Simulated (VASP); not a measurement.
Input of a VASP 6.6.1 run:

File INCAR:

```
ALGO = Normal
EDIFF = 1E-6
ENCUT = 520
GGA = PS
ISIF = 2
ISMEAR = -1
LASPH = T
LCHARG = F
LREAL = F
LWAVE = F
NBANDS = 38
NELM = 80
PREC = Accurate
SIGMA = 0.1
```

File KPOINTS:

```
k-points
0
Gamma
  7 7 7
```

POSCAR

```
Rh
1.0
    3.7817862598      0.0000000000      0.0000000000
    0.0000000000      3.7817862598      0.0000000000
    0.0000000000      0.0000000000      3.7817862598
Rh
4
Direct
    0.0000000000      0.0000000000      0.0000000000
    0.0000000000      0.5000000000      0.5000000000
    0.5000000000      0.0000000000      0.5000000000
    0.5000000000      0.5000000000      0.0000000000
```

Potentials or basis: VASP PAW PBE potentials, release 64 (Rh_pv).

Command:

```console
$ cat potpaw_PBE.64/Rh_pv/POTCAR > POTCAR
$ mpirun -np 1 vasp_std > vasp.out
```

(1) Predict the band gap on the k mesh.

(2) What does it give for the pressure?

Answers

(1) zero (bands 30 and 31 overlap by 2.00 eV).

(2) -0.1 GPa.

Caveat: the PAW data sets were made with another functional, which shifts forces and pressure a little.
